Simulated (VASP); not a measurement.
Write the native input for VASP 6.6.1 that does the following.

```yaml
Task: single point
Functional: PBE
Dispersion: D3(BJ)
Potentials_or_basis: VASP PAW PBE potentials, release 64 (Se, In_d)
Cutoff: 520 eV
k_mesh: 9 × 9 × 1
Occupations: gaussian, width 0.05 eV
Spin: no spin polarisation
Dipole_correction: yes
Further_INCAR_settings: ALGO = Normal; EDIFF = 1e-06; NBANDS = 48
```

The structure of InSe lies in POSCAR:

```
InSe
1.0
    4.0266104108      0.0000000000      0.0000000000
   -2.0133052054      3.4871469069      0.0000000000
    0.0000000000      0.0000000000     28.2707105452
Se In
4 4
Direct
    0.0000000000      0.0000000000      0.1591753413
    0.0000000000      0.0000000000      0.3496677332
    0.2222222222      0.8888888889      0.4614441951
    0.2222222222      0.8888888889      0.6519365870
    0.6666666667      0.3333333333      0.2049979888
    0.6666666667      0.3333333333      0.3038451603
    0.8888888889      1.2222222222      0.5072668426
    0.8888888889      1.2222222222      0.6061140141
```

This cell differs from its parent crystal: layers slid over each other.

One way to write it, as run:

INCAR

```
SYSTEM = InSe
ALGO     = Normal         ! electronic algorithm
DIPOL    = 0.5 0.5 0.406
EDIFF    = 1E-6           ! SCF threshold, eV
ENCUT    = 520            ! plane-wave cutoff, eV
GGA      = PE             ! functional
IDIPOL   = 3            
ISIF     = 2              ! what is computed and relaxed
ISMEAR   = 0              ! smearing method
IVDW     = 12             ! dispersion correction
LASPH    = .TRUE.         ! aspherical terms in the spheres
LCHARG   = .FALSE.        ! write CHGCAR
LDIPOL   = .TRUE.       
LREAL    = .FALSE.        ! projectors in reciprocal space
LWAVE    = .FALSE.        ! write WAVECAR
NBANDS   = 48             ! bands
NELM     = 80             ! most SCF steps
PREC     = Accurate       ! precision mode
SIGMA    = 0.05           ! smearing width, eV
```

KPOINTS

```
k-points
0
G
  9 9 1
  0 0 0
```

Potentials or basis: VASP PAW PBE potentials, release 64 (Se, In_d).

Command:

```sh
$ cat potpaw_PBE.64/Se/POTCAR potpaw_PBE.64/In_d/POTCAR > POTCAR
$ mpirun -np 1 vasp_std > vasp.out
```

Results of the run:

```
Largest force              : 0.168 eV/Å
Band gap on the k mesh     : 1.01 eV (least direct gap 1.07 eV)
Dispersion energy per atom : -0.256 eV
```

Caveat: the cell differs from its parent crystal (layers slid over each other); spin-orbit coupling is left out, which moves the levels of the heavy elements.

Wall time 15 min on 1 thread of Oxide Virtual Turin-like Processor, with other jobs on the host, peak memory 0.79 GiB.
